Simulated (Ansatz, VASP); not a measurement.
One calculation of Ge, two programs

INCAR

```
SYSTEM = Ge
ALGO = Normal
EDIFF = 1E-6
ENCUT = 520
GGA = PS
ISIF = 2
ISMEAR = -1
LASPH = .True.
LCHARG = .True.
LELF = .True.
LREAL = .False.
LVHAR = .True.
LWAVE = .False.
NBANDS = 13
NELM = 100
PREC = Accurate
SIGMA = 0.1
```

The input KPOINTS:

```
k-points
0
Gamma
  15 15 15
  0 0 0
```

The input POSCAR:

```
Ge
1.0
    0.0000000000      2.0713156510      2.0713156510
    2.0713156510      0.0000000000      2.0713156510
    2.0713156510      2.0713156510      0.0000000000
Ge
1
Direct
    0.0000000000      0.0000000000      0.0000000000
```

Input for Ansatz:

```yaml
crystal:
  lattice:
    - [0.0, 2.071315651, 2.071315651]
    - [2.071315651, 0.0, 2.071315651]
    - [2.071315651, 2.071315651, 0.0]
  atoms:
    - { symbol: Ge, position: [0.0, 0.0, 0.0] }
hamiltonian:
  xc: pbesol
  pseudopotentials:
    kind: paw
    azcp:
      Ge: "pseudopotentials/Ge.paw.azcp"
basis:
  ecutwfc: 420
  fft_grid_basis: typed
kpoints:
  mp_grid: { grid: [15, 15, 15], shift: [0, 0, 0] }
magnetization:
  spin_polarized: false
scf:
  occupations: { method: fermi_dirac, width: 0.1 }
  lower_state_search: "off"
output:
  stress: true
```

Alike in both runs: task single point; functional PBEsol; k mesh 15 × 15 × 15; occupations fermi-dirac, width 0.1 eV; no spin polarisation.

```csv
,VASP,Ansatz
version,VASP 6.6.1,Ansatz 0.2.0
potentials or method,"VASP PAW PBE potentials, release 64 (Ge_d), cutoff 520 eV","plane waves (420 eV) with PAW, scalar-relativistic"
valence electrons in the cell,14,14
```

|  | VASP | Ansatz | Ansatz less VASP |
| --- | --- | --- | --- |
| pressure (GPa) | 3.7 | 3.7 | +0.02 |

VASP's potentials were made for PBE, not for PBEsol, and Ansatz warns of the same on its side.
